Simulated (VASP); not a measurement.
The system is CaMg.

```
Ca Mg
1.0
     4.02737    0.00000    0.00000
     0.00000    4.02737    0.00000
     0.00000    0.00000    3.86162
Ca Mg
1 1
Direct
  0.00000 0.00000 0.50000
  0.50000 0.50000 0.00000
```

| Item | Value |
| --- | --- |
| Program | VASP 6.6.1 |
| Task | relaxation of cell and atoms |
| Functional | PBEsol |
| Potentials or basis | VASP PAW PBE potentials, release 64 (Ca_sv, Mg) |
| Cutoff | 600 eV |
| k mesh | 5 × 5 × 5 |
| Occupations | fermi-dirac, width 0.05 eV |
| Spin | no spin polarisation |

At the start: pressure -0.8 GPa; volume 31.32 Å³/atom.

**Question.** Where does the relaxation end?

**Answer.** Over 9 steps the energy falls by 4.8 meV/atom and the volume is 30.35 Å³/atom (-3.1 %); space group Pm-3m (No. 221, to 0.05 Å).

Step by step:
```csv
step,energy change (eV),largest force (eV/Å),pressure (GPa),volume (Å³)
1,0.0000,0.0000,-0.78,62.63
2,-0.0065,0.0000,-0.25,61.26
3,-0.0077,0.0000,0.13,60.36
4,-0.0085,0.0000,0.09,60.49
5,-0.0095,0.0000,-0.06,60.84
6,-0.0095,0.0000,-0.07,60.86
7,-0.0094,0.0000,-0.08,60.92
8,-0.0095,0.0000,-0.07,60.88
9,-0.0095,0.0000,0.00,60.71
```

Final structure:
```yaml
crystal:
  lattice:
    - [3.93036, 0.00000, 0.00000]
    - [0.00000, 3.93036, 0.00000]
    - [0.00000, 0.00000, 3.92990]
  atoms:
    - { symbol: Ca, position: [0.00000, 0.00000, 0.50000] }
    - { symbol: Mg, position: [0.50000, 0.50000, 0.00000] }
```

Caveat: the PAW data sets were made with another functional, which shifts forces and pressure a little.
